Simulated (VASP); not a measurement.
Input of a VASP 6.6.1 run:

Contents of INCAR:

```
  ALGO = Normal
  EDIFF = 1E-6
  ENCUT = 520
  GGA = PE
  ISIF = 2
  ISMEAR = 0
  LASPH = T
  LCHARG = F
  LREAL = F
  LWAVE = F
  NBANDS = 16
  NELM = 100
  PREC = Accurate
  SIGMA = 0.1
```

KPOINTS

```
k-points
0
Gamma
  14 14 8
```

The input POSCAR:

```
InSb
1.0
    3.2476257739      0.0000000000      0.0000000000
    0.0000000000      3.2476257739      0.0000000000
    0.0000000000      0.0000000000      6.3743995679
In Sb
1 1
Direct
    0.0000000000      0.0000000000      0.0000000000
    0.0000000000      0.0000000000      0.5000000000
```

Potentials or basis: VASP PAW PBE potentials, release 64 (In_d, Sb).

Launch:

```console
$ cat potpaw_PBE.64/In_d/POTCAR potpaw_PBE.64/Sb/POTCAR > POTCAR
$ mpirun -np 1 vasp_std > vasp.out
```

(1) Predict the pressure.

(2) What does it give for the band gap on the k mesh?

Answers

(1) -3.9 GPa.

(2) zero (bands 9 and 10 overlap by 4.78 eV).

Caveat: the cell differs from its parent crystal (strained); the cell stands under tension; spin-orbit coupling is left out, which moves the levels of the heavy elements.
